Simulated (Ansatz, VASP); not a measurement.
# C in VASP and in Ansatz

```
C
1.0
     2.49881    0.00000    0.00000
    -1.24941    2.16404    0.00000
     0.00000    0.00000    4.16084
C
4
Cartesian
  0.0000 0.0000 0.0013
  0.0000 0.0000 1.5591
  0.0000 1.4427 2.0817
  0.0000 1.4427 3.6395
```

Alike in both runs: functional PBEsol; k mesh 12 × 12 × 6; occupations gaussian, width 0.02 eV; no spin polarisation.

Ansatz relaxed the structure, and its values are those at the end. VASP's run is a single point on that final structure, the one shown.

```csv
,VASP,Ansatz
version,VASP 6.6.1,Ansatz 0.2.0
potentials or method,"VASP PAW PBE potentials, release 64 (C_h), cutoff 910 eV","scalar-relativistic, plane waves, PAW"
valence electrons in the cell,16,16
```

|  | VASP | Ansatz | Ansatz less VASP |
| --- | --- | --- | --- |
| gap on the k mesh at the Fermi level (eV) | 3.05 | 3.05 | +0.008 |
| least direct gap on the mesh (eV) | 4.93 | 4.93 | 0.000 |

VASP's potentials were made for PBE, not for PBEsol. With one functional, cell and mesh, what is left measures potentials, basis and numerics.

Noted on VASP's run: the cutoff is short for stress, so the pressure is rough.
